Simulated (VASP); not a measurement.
# MoS2: single point with PBEsol

MoS2:

```xyz
3
Lattice="3.1161 0.0000 0.0000 -1.5580 2.6986 0.0000 0.0000 0.0000 6.0946" Properties=species:S:1:pos:R:3 pbc="T T T"
Mo    0.0000    0.0000    3.0473
S     0.0000    1.7991    1.5561
S     1.5580    0.8995    4.5385
```

```yaml
Program: VASP 6.6.1
Task: single point
Functional: PBEsol
Potentials_or_basis: VASP PAW PBE potentials, release 64 (Mo_sv, S)
Cutoff: 520 eV
k_mesh: 10 × 10 × 5
Occupations: fermi-dirac, width 0.1 eV
Spin: no spin polarisation
Dipole_correction: no
Further_INCAR_settings: ALGO = Normal; EDIFF = 1e-06; NBANDS = 20
```

```yaml
Pressure: 13.6 GPa
Largest_force: 1.950 eV/Å
Band_gap_on_the_k_mesh: zero (bands 13 and 14 overlap by 0.75 eV)
```

Forces in eV/Å, atoms in the order of the input:
```
Mo   0.000  0.000  0.000
S    0.000  0.000 -1.950
S    0.000  0.000  1.950
```

Stress tensor (GPa, compression positive):
```
11.54  0.00  0.00
 0.00 11.54  0.00
 0.00  0.00 17.68
```

Levels at points of the mesh, in eV from the Fermi level:
```csv
k point,band 11,band 12,band 13,band 14,band 15,band 16
"(0.00, 0.00, 0.00)",-1.40,-1.18,-1.18,-0.23,-0.23,3.63
"(0.50, 0.00, 0.00)",-3.47,-1.95,-1.87,1.12,1.95,4.05
```

Wall time 79 s on 1 thread of AMD EPYC 7R13, on a shared host, peak memory 0.17 GiB.

Caveat: the cell stands under pressure; the PAW data sets were made with another functional, which shifts forces and pressure a little; this functional lacks dispersion, which binds the layers, so the pressure and a relaxed spacing across them are unreliable.
